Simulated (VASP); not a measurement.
Wanted: the native input for a VASP 6.6.1 run.

- Task: single point
- Functional: r2SCAN
- Potentials or basis: VASP PAW PBE potentials, release 64 (Na_pv, I)
- Cutoff: 520 eV
- k mesh: 6 × 6 × 4
- Occupations: gaussian, width 0.01 eV
- Spin: no spin polarisation
- Dipole correction: no
- Further INCAR settings: ALGO = Normal; EDIFF = 1e-06; NBANDS = 22

Crystal: NaI.

```xyz
4
Lattice="5.5227 0.0000 0.0000 -2.7613 4.7828 0.0000 0.0000 0.0000 6.5890" Properties=species:S:1:pos:R:3 pbc="T T T"
Na    0.0000    3.1885    1.6472
Na    2.7613    1.5943    4.9417
I     2.7613    1.5943    1.6472
I     0.0000    3.1885    4.9417
```

One way to write it, as run:

POSCAR

```
NaI
1.0
    5.5226735060      0.0000000000      0.0000000000
   -2.7613367530      4.7827755530      0.0000000000
    0.0000000000      0.0000000000      6.5889569067
Na I
2 2
Direct
    0.3333333333      0.6666666667      0.2500000000
    0.6666666667      0.3333333333      0.7500000000
    0.6666666667      0.3333333333      0.2500000000
    0.3333333333      0.6666666667      0.7500000000
```

INCAR.step1

```
PREC = Accurate
ENCUT = 520
ISMEAR = 0
SIGMA = 0.01
LREAL = F
LASPH = T
NELM = 100
NBANDS = 22
GGA = PE
ALGO = Normal
EDIFF = 1E-4
LWAVE = T
LCHARG = F
```

INCAR.step2

```
PREC = Accurate
ENCUT = 520
EDIFF = 1E-6
ISMEAR = 0
SIGMA = 0.01
LREAL = F
LASPH = T
NELM = 100
ALGO = Normal
ISIF = 2
LWAVE = F
LCHARG = F
METAGGA = R2SCAN
LMIXTAU = T
NBANDS = 22
ISTART = 1
```

KPOINTS

```
regular mesh
0
Gamma
  6 6 4
```

Potentials or basis: VASP PAW PBE potentials, release 64 (Na_pv, I).

Command:

```console
$ cat potpaw_PBE.64/Na_pv/POTCAR potpaw_PBE.64/I/POTCAR > POTCAR
$ cp INCAR.step1 INCAR
$ mpirun -np 1 vasp_std > vasp.out
$ cp INCAR.step2 INCAR
$ mpirun -np 1 vasp_std > vasp.out
```

It gave:

```yaml
Pressure: -0.7 GPa
Band_gap_on_the_k_mesh: 4.11 eV
```

Caveat: the PAW data sets were made with another functional, which shifts forces and pressure a little; spin-orbit coupling is left out, which moves the levels of the heavy elements.

Run time: 9.4 min on 1 thread of Intel Xeon 8259CL, on a shared host, peak memory 0.35 GiB.
